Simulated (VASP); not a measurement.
Here is a VASP 6.6.1 calculation.

Contents of INCAR:

```
SYSTEM = SiO2
PREC = Accurate
ENCUT = 520
EDIFF = 1E-6
ISMEAR = 0
SIGMA = 0.02
LREAL = .FALSE.
LASPH = .TRUE.
NELM = 80
ALGO = Normal
ISIF = 2
LWAVE = .FALSE.
LCHARG = .FALSE.
IBRION = 2
NSW = 60
EDIFFG = -0.01
```

The input KPOINTS:

```
Automatic mesh
0
G
  8 8 8
  0 0 0
```

Contents of POSCAR:

```
SiO2
1.0
   -2.3740500000      2.3740500000      3.7440000000
    2.3740500000     -2.3740500000      3.7440000000
    2.3740500000      2.3740500000     -3.7440000000
Si O
2 4
Direct
    0.0000000000      0.0000000000      0.0000000000
    0.7500000000      0.2500000000      0.5000000000
    0.9983800000      0.6250000000      0.8733800000
    0.3750000000      0.2483800000      0.3733800000
    0.7516200000      0.1250000000      0.1266200000
    0.8750000000      0.0016200000      0.6266200000
```

Potentials or basis: VASP PAW LDA potentials, release 64 (Si, O).

Launch:

```console
$ cat potpaw_LDA.64/Si/POTCAR potpaw_LDA.64/O/POTCAR > POTCAR
$ mpirun -np 1 vasp_std > vasp.out
```

**Question.** Predict the energy gained by relaxing.

**Answer.** 2.4 meV/atom.

**Question.** Predict the band gap on the k mesh.

**Answer.** 5.86 eV.

The path:
```tsv
step	energy change (eV)	largest force (eV/Å)	pressure (GPa)
1	0.0000	0.2527	-2.35
2	-0.0096	0.1447	-1.16
3	-0.0140	0.0290	0.77
4	-0.0143	0.0024	0.45
```

A k mesh can miss the band edges.
